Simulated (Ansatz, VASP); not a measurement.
## Pb: VASP beside Ansatz

```xyz
1
Lattice="-1.9993 1.9993 1.9993 1.9993 -1.9993 1.9993 1.9993 1.9993 -1.9993" Properties=species:S:1:pos:R:3 pbc="T T T"
Pb    0.0000    0.0000    0.0000
```

Change from the starting cell: volume scaled by 1.03.

Alike in both runs: task single point; functional PBEsol; k mesh 13 × 13 × 13; occupations fermi-dirac, width 0.08 eV; no spin polarisation.

```csv
,VASP,Ansatz
version,VASP 6.6.1,Ansatz 0.2.0
potentials or method,"VASP PAW PBE potentials, release 64 (Pb_d), cutoff 520 eV","all-electron LAPW, scalar-relativistic"
```

```csv
,VASP,Ansatz,Ansatz less VASP
pressure (GPa),-2.7,-2.7,+0.07
```

VASP's potentials were made for PBE, not for PBEsol. Ansatz ran all-electron here, and VASP with PAW potentials.

Neither program's run includes spin-orbit coupling.
